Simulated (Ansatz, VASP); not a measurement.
## Two plane-wave programs on Si5Sn

```
Si Sn
1.0
     5.78543    0.00000    0.00000
    -2.89271    5.01033    0.00000
     0.00000    0.00000    3.75647
Si Sn
5 1
Cartesian
  0.0000 3.3402 0.0000
  2.8927 1.6701 0.0000
  2.8927 0.0000 1.8782
  1.4464 2.5052 1.8782
  -1.4464 2.5052 1.8782
  0.0000 0.0000 0.0000
```

Change from the starting cell: species swapped into the YFe5 type (P6/mmm, No. 191).

Alike in both runs: task relaxation of cell and atoms; functional PBE; k mesh 6 × 6 × 10; occupations gaussian, width 0.1 eV; no spin polarisation.

|  | VASP | Ansatz |
| --- | --- | --- |
| version | VASP 6.6.1 | Ansatz 0.2.0 |
| potentials or method | VASP PAW PBE potentials, release 64 (Si, Sn_d), cutoff 600 eV | scalar-relativistic, plane waves, PAW |
| valence electrons in the cell | 34 | 34 |

```csv
,VASP,Ansatz,Ansatz less VASP
"gap on the k mesh at the Fermi level, each at its own relaxed structure (eV)",none,none,-
relaxed volume (Å³/atom),17.89,17.89,0.000
relaxed cell length with the largest relative difference (Å),3.845,3.848,+0.0024
```

A gap of «none» marks a metal or a gap that the smearing closes.
